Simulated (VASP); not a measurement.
A run of VASP 6.6.1:

The input INCAR:

```
SYSTEM = Si10H4F
PREC = Accurate
ENCUT = 520
EDIFF = 1E-6
ISMEAR = -1
SIGMA = 0.02
LREAL = Auto
LASPH = .TRUE.
NELM = 100
ALGO = Normal
ISIF = 2
LWAVE = .FALSE.
LCHARG = .TRUE.
LELF = .TRUE.
LVHAR = .TRUE.
NBANDS = 72
```

File KPOINTS:

```
regular mesh
0
G
  1 1 1
  0 0 0
```

POSCAR

```
Si10H4F
1.0
    7.6791800000      0.0000000000      0.0000000000
    0.0000000000      7.6791800000      0.0000000000
    0.0000000000      0.0000000000     20.2555000000
H Si F
8 20 2
Direct
    0.4093926695      0.0000000000      0.0493693071
    0.0906086327      0.0000000000      0.0493693071
    0.9093939718      0.0000000000      0.0493693071
    0.5906099349      0.0000000000      0.0493693071
    0.4093926695      0.5000013022      0.0493693071
    0.0906086327      0.5000013022      0.0493693071
    0.9093939718      0.5000013022      0.0493693071
    0.5906099349      0.5000013022      0.0493693071
    0.2500006511      0.0000000000      0.0920984424
    0.7500019533      0.0000000000      0.0920984424
    0.2500006511      0.5000013022      0.0920984424
    0.7500019533      0.5000013022      0.0920984424
    0.2489588732      0.2485030954      0.1580212782
    0.7508223534      0.2500527400      0.1581348276
    0.2493886066      0.7523199092      0.1638271087
    0.7505619090      0.7521896869      0.1636296315
    0.0003776445      0.2535557182      0.2195354348
    0.4989204577      0.2536598960      0.2200488756
    0.0002995111      0.7649254217      0.2343412900
    0.4994804133      0.7646649773      0.2344350917
   -0.0013543113      0.0141030683      0.2938954852
    0.5017072135      0.0150536906      0.2954358076
   -0.0025784003      0.4921619235      0.2902964627
    0.5025145914      0.4919665902      0.2906519217
    0.2436327837      0.0923405884      0.3382538076
    0.7546639094      0.0900226326      0.3393201846
    0.2495188288      0.3750530656      0.3224655032
    0.7504316867      0.3720970208      0.3232652860
    1.1358374201      0.1265369480      0.4047592012
    0.9009685930     -0.0271643587      0.4131914789
```

Potentials or basis: VASP PAW LDA potentials, release 64 (H, Si, F).

Launch:

```bash
$ cat potpaw_LDA.64/H/POTCAR potpaw_LDA.64/Si/POTCAR potpaw_LDA.64/F/POTCAR > POTCAR
$ mpirun -np 1 vasp_gam > vasp.out
```

Hardware: 1 thread of Intel Xeon 8259CL, with other jobs on the host.

Q: How long does it take, and how much memory?

A: Run time: 7.9 min on 1 thread of Intel Xeon 8259CL, on a shared host, peak memory 0.71 GiB. Counts: scf iterations 29, k points 1.
